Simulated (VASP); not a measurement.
# CuO (F-43m) in VASP: single point with LDA+U

Aim: the single point of CuO with LDA+U.

All numbers are computed with VASP 6.6.1; they aren't measurements. Logs are shortened: lines on timing, memory, paths and dates and some standing lists are left out, and cuts for length are marked.

## 1. The cell of the first run

The structure is cubic, space group F-43m (No. 216). The conventional cell has a = 4.655 Å, b = 4.655 Å, c = 4.655 Å, α = 90.00°, β = 90.00°, γ = 90.00°. Within 2.7 Å of Cu (site symmetry -43m) lie 4 O at 2.02 Å. O (site symmetry -43m) has 4 Cu at 2.02 Å within 2.7 Å.

## 2. Single point, LDA+U, collinear spin

Input file INCAR:

```
  PREC = Accurate
  ENCUT = 520
  EDIFF = 1E-6
  ISMEAR = 0
  SIGMA = 0.05
  LREAL = F
  LASPH = T
  NELM = 150
  ALGO = Normal
  ISIF = 2
  LWAVE = F
  LCHARG = F
  ISPIN = 2
  MAGMOM = 1 1 0 0
  LORBIT = 11
  LMAXMIX = 4
  LDAU = T
  LDAUTYPE = 2
  LDAUL = 2 -1
  LDAUU = 8 0
  LDAUJ = 0 0
  LDAUPRINT = 1
  GGA = CA
  NBANDS = 29
```

Input file KPOINTS:

```
regular mesh
0
Gamma
  7 7 7
```

Input file POSCAR:

```
CuO
1.0
    0.0000000000      2.3272527300      2.3272527300
    2.3272527300      0.0000000000      2.3272527300
    4.6545054600      4.6545054600      0.0000000000
Cu O
2 2
Direct
    0.0000000000      0.0000000000      0.0000000000
    0.0000000000      0.0000000000      0.5000000000
    0.2500000000      0.2500000000      0.1250000000
    0.2500000000      0.2500000000      0.6250000000
```

Potentials or basis: VASP PAW LDA potentials, release 64 (Cu, O).

On the command line:

```sh
$ cat potpaw_LDA.64/Cu/POTCAR potpaw_LDA.64/O/POTCAR > POTCAR
$ mpirun -np 1 vasp_std > vasp.out
```

OUTCAR:

```text
PREC = Accurate
   ENCUT = 520
   EDIFF = 1E-6
   ISMEAR = 0
   LREAL = F
   LASPH = T
   NELM = 150
   ISIF = 2
   ISPIN = 2
   LORBIT = 11
   GGA = CA

 ion  position               nearest neighbor table
   1  0.000  0.000  0.000-   3 2.02   4 2.02   3 2.02   3 2.02
   2  0.000  0.000  0.500-   4 2.02   3 2.02   4 2.02   4 2.02
   3  0.250  0.250  0.125-   1 2.02   1 2.02   1 2.02   2 2.02
   4  0.250  0.250  0.625-   2 2.02   2 2.02   1 2.02   2 2.02

  LATTYP: Found a trigonal (rhomboedric) cell.
 ALAT       =     5.7005816910
 COS(alpha) =     0.8333333333

  Lattice vectors:

 A1 = (   4.6545054600,   2.3272527300,  -2.3272527300)
 A2 = (   2.3272527300,   2.3272527300,  -4.6545054600)
 A3 = (   2.3272527300,   4.6545054600,  -2.3272527300)

Analysis of symmetry for initial positions (statically):
=====================================================================
 Subroutine PRICEL returns following result:

  LATTYP: Found a face centered cubic cell.
 ALAT       =     4.6545054600
[... 12 lines left out ...]
 Subroutine GETGRP returns: Found  6 space group operations
 (whereof  6 operations were pure point group operations)
 out of a pool of 12 trial point group operations.

The static configuration has the point symmetry C_3v.

Analysis of symmetry for dynamics (positions and initial velocities):
=====================================================================
 Subroutine PRICEL returns following result:

  LATTYP: Found a face centered cubic cell.
 ALAT       =     4.6545054600
[... 12 lines left out ...]
 Subroutine GETGRP returns: Found  6 space group operations
 (whereof  6 operations were pure point group operations)
 out of a pool of 12 trial point group operations.

The dynamic configuration has the point symmetry C_3v.

Analysis of structural, dynamic, and magnetic symmetry:
=====================================================================
 Subroutine PRICEL returns following result:

  LATTYP: Found a face centered cubic cell.
 ALAT       =     4.6545054600
[... 12 lines left out ...]
 Subroutine GETGRP returns: Found  6 space group operations
 (whereof  6 operations were pure point group operations)
 out of a pool of 12 trial point group operations.

The overall configuration has the point symmetry C_3v.

 Subroutine INISYM returns: Found  6 space group operations
 (whereof  6 operations are pure point group operations),
 and found     2 'primitive' translations

----------------------------------------------------------------------------------------

                                     Primitive cell

  volume of cell :      25.2093

  direct lattice vectors                    reciprocal lattice vectors
     0.000000000  2.327252730  2.327252730    -0.214845596  0.214845596  0.214845596
     2.327252730  0.000000000  2.327252730     0.214845596 -0.214845596  0.214845596
     2.327252730  2.327252730  0.000000000     0.214845596  0.214845596 -0.214845596

  length of vectors
     3.291232374  3.291232374  3.291232374     0.372123488  0.372123488  0.372123488

[... 121 lines left out ...]

atom =   1  type =  1  l = 2

 onsite density matrix

spin component  1

  0.9876 -0.0001 -0.0000 -0.0001  0.0000
 -0.0001  0.9876 -0.0000  0.0001  0.0000
 -0.0000 -0.0000  0.9766 -0.0000 -0.0000
 -0.0001  0.0001 -0.0000  0.9876 -0.0000
  0.0000  0.0000 -0.0000 -0.0000  0.9766

spin component  2

  0.8481  0.0009  0.0004  0.0009 -0.0000
  0.0009  0.8481  0.0002 -0.0009 -0.0003
  0.0004  0.0002  0.9586  0.0002  0.0000
  0.0009 -0.0009  0.0002  0.8481  0.0003
 -0.0000 -0.0003  0.0000  0.0003  0.9586

 occupancies and eigenvectors

  o =  0.8463  v =  0.0000  0.0000  0.0000  0.0000  0.0000  0.5774 -0.5774 -0.0000 -0.5774 -0.0000      0.0000  0.0000  0.0000  0.0000  0.0000  0.0000  0.0000  0.0000  0.0000  0.0000
  o =  0.8490  v =  0.0000  0.0000  0.0000  0.0000  0.0000 -0.3851 -0.8161  0.0020  0.4309 -0.0038      0.0000  0.0000  0.0000  0.0000  0.0000  0.0000  0.0000  0.0000  0.0000  0.0000
  o =  0.8490  v =  0.0000  0.0000  0.0000  0.0000  0.0000 -0.7199 -0.0264  0.0038 -0.6935  0.0020      0.0000  0.0000  0.0000  0.0000  0.0000  0.0000  0.0000  0.0000  0.0000  0.0000
  o =  0.9586  v =  0.0000  0.0000  0.0000  0.0000  0.0000  0.0000 -0.0030 -0.0000  0.0030  1.0000      0.0000  0.0000  0.0000  0.0000  0.0000  0.0000  0.0000  0.0000  0.0000  0.0000
  o =  0.9586  v =  0.0000  0.0000  0.0000  0.0000  0.0000  0.0035  0.0017  1.0000  0.0017  0.0000      0.0000  0.0000  0.0000  0.0000  0.0000  0.0000  0.0000  0.0000  0.0000  0.0000
  o =  0.9766  v =  0.0015  0.0008  1.0000  0.0008  0.0049  0.0000  0.0000  0.0000  0.0000  0.0000      0.0000  0.0000  0.0000  0.0000  0.0000  0.0000  0.0000  0.0000  0.0000  0.0000
  o =  0.9766  v = -0.0000 -0.0013 -0.0049  0.0013  1.0000  0.0000  0.0000  0.0000  0.0000  0.0000      0.0000  0.0000  0.0000  0.0000  0.0000  0.0000  0.0000  0.0000  0.0000  0.0000
  o =  0.9875  v =  0.7914  0.5696 -0.0018  0.2219  0.0005  0.0000  0.0000  0.0000  0.0000  0.0000      0.0000  0.0000  0.0000  0.0000  0.0000  0.0000  0.0000  0.0000  0.0000  0.0000
  o =  0.9875  v = -0.2008  0.5850  0.0005 -0.7858  0.0018  0.0000  0.0000  0.0000  0.0000  0.0000      0.0000  0.0000  0.0000  0.0000  0.0000  0.0000  0.0000  0.0000  0.0000  0.0000
  o =  0.9878  v = -0.5774  0.5774  0.0000  0.5774 -0.0000  0.0000  0.0000  0.0000  0.0000  0.0000      0.0000  0.0000  0.0000  0.0000  0.0000  0.0000  0.0000  0.0000  0.0000  0.0000

atom =   2  type =  1  l = 2

 onsite density matrix

spin component  1

  0.9876 -0.0001 -0.0000 -0.0001  0.0000
 -0.0001  0.9876 -0.0000  0.0001  0.0000
 -0.0000 -0.0000  0.9766 -0.0000 -0.0000
 -0.0001  0.0001 -0.0000  0.9876 -0.0000
  0.0000  0.0000 -0.0000 -0.0000  0.9766

spin component  2

  0.8481  0.0009  0.0004  0.0009 -0.0000
  0.0009  0.8481  0.0002 -0.0009 -0.0003
  0.0004  0.0002  0.9586  0.0002 -0.0000
  0.0009 -0.0009  0.0002  0.8481  0.0003
 -0.0000 -0.0003 -0.0000  0.0003  0.9586

 occupancies and eigenvectors

  o =  0.8463  v =  0.0000  0.0000  0.0000  0.0000  0.0000 -0.5774  0.5774 -0.0000  0.5774 -0.0000      0.0000  0.0000  0.0000  0.0000  0.0000  0.0000  0.0000  0.0000  0.0000  0.0000
  o =  0.8490  v =  0.0000  0.0000  0.0000  0.0000  0.0000  0.1430 -0.6247 -0.0008  0.7677 -0.0042      0.0000  0.0000  0.0000  0.0000  0.0000  0.0000  0.0000  0.0000  0.0000  0.0000
  o =  0.8490  v =  0.0000  0.0000  0.0000  0.0000  0.0000 -0.8039 -0.5258  0.0042 -0.2781 -0.0008      0.0000  0.0000  0.0000  0.0000  0.0000  0.0000  0.0000  0.0000  0.0000  0.0000
  o =  0.9586  v =  0.0000  0.0000  0.0000  0.0000  0.0000 -0.0035 -0.0017 -1.0000 -0.0017 -0.0000      0.0000  0.0000  0.0000  0.0000  0.0000  0.0000  0.0000  0.0000  0.0000  0.0000
  o =  0.9586  v =  0.0000  0.0000  0.0000  0.0000  0.0000  0.0000 -0.0030 -0.0000  0.0030  1.0000      0.0000  0.0000  0.0000  0.0000  0.0000  0.0000  0.0000  0.0000  0.0000  0.0000
  o =  0.9766  v =  0.0015  0.0007  0.9998  0.0008  0.0176  0.0000  0.0000  0.0000  0.0000  0.0000      0.0000  0.0000  0.0000  0.0000  0.0000  0.0000  0.0000  0.0000  0.0000  0.0000
  o =  0.9766  v = -0.0000 -0.0013 -0.0176  0.0013  0.9998  0.0000  0.0000  0.0000  0.0000  0.0000      0.0000  0.0000  0.0000  0.0000  0.0000  0.0000  0.0000  0.0000  0.0000  0.0000
  o =  0.9875  v = -0.8165 -0.4082  0.0019 -0.4082  0.0000  0.0000  0.0000  0.0000  0.0000  0.0000      0.0000  0.0000  0.0000  0.0000  0.0000  0.0000  0.0000  0.0000  0.0000  0.0000
  o =  0.9875  v = -0.0000  0.7071  0.0000 -0.7071  0.0019  0.0000  0.0000  0.0000  0.0000  0.0000      0.0000  0.0000  0.0000  0.0000  0.0000  0.0000  0.0000  0.0000  0.0000  0.0000
  o =  0.9878  v =  0.5774 -0.5774  0.0000 -0.5774  0.0000  0.0000  0.0000  0.0000  0.0000  0.0000      0.0000  0.0000  0.0000  0.0000  0.0000  0.0000  0.0000  0.0000  0.0000  0.0000

 number of electron      33.9999976 magnetization       1.9767754

 Free energy of the ion-electron system (eV)
  ---------------------------------------------------
  ext. energy  EPLUGINS =         0.00000000
  ---------------------------------------------------
  free energy    TOTEN  =       -16.78016078 eV

  energy without entropy =      -16.77646295  energy(sigma->0) =      -16.77831186

 E-fermi :   1.7835     XC(G=0): -11.0401

 val. band max:        1.7805097516   @ k =  -0.2857   0.4286   0.1429
 cond. band min:       1.7849811292   @ k =   0.2857   0.0000   0.2857
 fundamental gap:      0.0044713776
 Fermi energy:         1.7834573424

 spin component 1

 k-point     1 :       0.0000    0.0000    0.0000
  band No.  band energies     occupation
      1     -15.8332      1.00000
      2     -15.3771      1.00000
      3      -3.6183      1.00000
      4      -3.6125      1.00000
      5      -3.6125      1.00000
      6      -3.2856      1.00000
[... 1529 lines left out ...]
     28      20.0928      0.00000
     29      21.9525      0.00000

 [... further k-points ...]
[... 5 lines left out ...]
  --------------------------------------------------------------------------------------
  -------------------------------------------------------------------------------------
  Total       -6.6296840     -6.6296840     -6.6296840     -0.0171661      0.0171661      0.0171661
  in kB     -210.6748878   -210.6748878   -210.6748878     -0.5454958      0.5454958      0.5454958
  external PRESSURE =    -210.6748878 kB  Pullay stress =       0.0000000 kB

 VOLUME and BASIS-vectors are now :
 -----------------------------------------------------------------------------
  energy-cutoff  :      520.00
  volume of cell :       50.42
      direct lattice vectors                 reciprocal lattice vectors
     0.000000000  2.327252730  2.327252730    -0.214845596  0.214845596  0.214845596
     2.327252730  0.000000000  2.327252730     0.214845596 -0.214845596  0.214845596
     4.654505460  4.654505460  0.000000000     0.107422798  0.107422798 -0.107422798

 POSITION                                       TOTAL-FORCE (eV/Angst)
 -----------------------------------------------------------------------------------
      0.00000      0.00000      0.00000        -0.006438     -0.006438      0.006438
      2.32725      2.32725      0.00000        -0.006438     -0.006438      0.006438
      1.16363      1.16363      1.16363         0.006438      0.006438     -0.006438
      3.49088      3.49088      1.16363         0.006438      0.006438     -0.006438
 -----------------------------------------------------------------------------------
    total drift:                                0.000231      0.000231     -0.000285

  FREE ENERGIE OF THE ION-ELECTRON SYSTEM (eV)
  ---------------------------------------------------
  free  energy   TOTEN  =       -16.7801607764 eV

  energy  without entropy=      -16.7764629526  energy(sigma->0) =      -16.77831186

 total charge

# of ion       s       p       d       tot
------------------------------------------
    1        0.311   0.312   9.354   9.977
    2        0.311   0.312   9.354   9.977
    3        1.553   3.285   0.000   4.838
    4        1.553   3.285   0.000   4.838
--------------------------------------------------
tot          3.728   7.194  18.709  29.631

 magnetization (x)

# of ion       s       p       d       tot
------------------------------------------
    1       -0.009   0.016   0.455   0.461
    2       -0.009   0.016   0.455   0.461
    3        0.007   0.463   0.000   0.470
    4        0.007   0.463   0.000   0.470
--------------------------------------------------
tot         -0.004   0.958   0.909   1.863
```

Wall time 94 s (1 thread of Intel Xeon Platinum 8259CL at 2.50GHz (Skylake/Cascade Lake), shared host); peak memory 0.22 GiB.

Results:

```
Free energy                                           : -16.7802 eV
Pressure                                              : -21.1 GPa
Band gap on the k mesh                                : zero (filled and empty bands overlap)
Net moment                                            : 1.98 μB per cell
Site moments                                          : Cu +0.46; O +0.47 μB
Valence electrons inside the program's atomic spheres : Cu 9.98; O 4.84
```

Eigenvalues of the final occupation matrices:
```csv
site,spin,trace,eigenvalues
site 1 d,1,4.92,0.98 0.98 0.99 0.99 0.99
site 1 d,2,4.46,0.85 0.85 0.85 0.96 0.96
site 2 d,1,4.92,0.98 0.98 0.99 0.99 0.99
site 2 d,2,4.46,0.85 0.85 0.85 0.96 0.96
```

Caveat: the cell stands under tension.
